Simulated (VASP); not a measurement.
Runs of VASP 6.6.1 on GdN. The structure is that of space group P6_3/mmc (No. 194), or close to it. The cells are those of the table. 

| level | U | cell | smearing | gap on the mesh (eV) | pressure (GPa) | moment (μB) |
| --- | --- | --- | --- | --- | --- | --- |
| PBE | - | a = 3.461, b = 3.461, c = 6.001 Å, angles 90.0, 90.0, 120.0°, 4 atoms | gaussian 0.05 eV | none | -2.6 | 14.00 |
| LDA | - | a = 3.437, b = 3.437, c = 5.965 Å, angles 90.0, 90.0, 120.0°, 4 atoms | gaussian 0.05 eV | none | (a) | 14.00 |
| PBE | - | a = 3.437, b = 3.437, c = 5.965 Å, angles 90.0, 90.0, 120.0°, 4 atoms | tetrahedron | none | (b) | 14.00 |
| PBE+U | Gd f U = 3.0 eV | a = 3.437, b = 3.437, c = 5.965 Å, angles 90.0, 90.0, 120.0°, 4 atoms | gaussian 0.05 eV | none | 1.3 | 14.00 |
| PBE | - | a = 3.554, b = 3.554, c = 6.138 Å, angles 90.0, 90.0, 120.0°, 4 atoms | gaussian 0.05 eV | none | -11.0 | 14.00 |

Alike in all rows: task single point; potentials or basis VASP PAW PBE potentials, release 64 (Gd, N); spin collinear, ferromagnetic start; k mesh 10 × 10 × 8; cutoff (eV) 520.

Problem. Estimate the missing entries.

Solution. (a) -9.0; (b) 0.1.

Caveats: spin-orbit coupling is left out, which moves the levels of the heavy elements; semilocal functionals describe open f shells poorly, which spoils levels, moments and volumes (at least some runs); the cell stands under tension (at least some runs); the PAW data sets were made with another functional, which shifts forces and pressure a little (at least some runs).

A k mesh can miss the band edges, and the runs leave out spin-orbit coupling on Gd.

A gap of «none» marks levels without a gap at the run's occupations.
